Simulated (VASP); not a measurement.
Here is a VASP 6.6.1 calculation.

Contents of INCAR:

```
SYSTEM = ScAl2
PREC = Accurate
ENCUT = 520
EDIFF = 1E-6
ISMEAR = 0
SIGMA = 0.1
LREAL = .False.
LASPH = .True.
NELM = 80
ALGO = Fast
ISIF = 2
LWAVE = .False.
LCHARG = .True.
GGA = PS
LELF = .True.
LVHAR = .True.
NBANDS = 26
```

File KPOINTS:

```
Automatic mesh
0
Gamma
  8 8 8
  0 0 0
```

Contents of POSCAR:

```
ScAl2
1.0
    0.0000000000      3.7509987442      3.7509987442
    3.7509987442      0.0000000000      3.7509987442
    3.7509987442      3.7509987442      0.0000000000
Sc Al
2 4
Direct
    0.5000000000      0.5000000000      0.5000000000
    0.7500000000      0.7500000000      0.7500000000
    0.1250000000      0.1250000000      0.1250000000
    0.6250000000      0.1250000000      0.1250000000
    0.1250000000      0.6250000000      0.1250000000
    0.1250000000      0.1250000000      0.6250000000
```

Potentials or basis: VASP PAW PBE potentials, release 64 (Sc_sv, Al).

Command:

```bash
$ cat potpaw_PBE.64/Sc_sv/POTCAR potpaw_PBE.64/Al/POTCAR > POTCAR
$ mpirun -np 1 vasp_std > vasp.out
```

(1) Estimate the pressure.

(2) Estimate the band gap on the k mesh.

## Answers

(1) 1.0 GPa.

(2) zero (bands 17 and 18 overlap by 2.41 eV).

Caveat: the PAW data sets were made with another functional, which shifts forces and pressure a little.
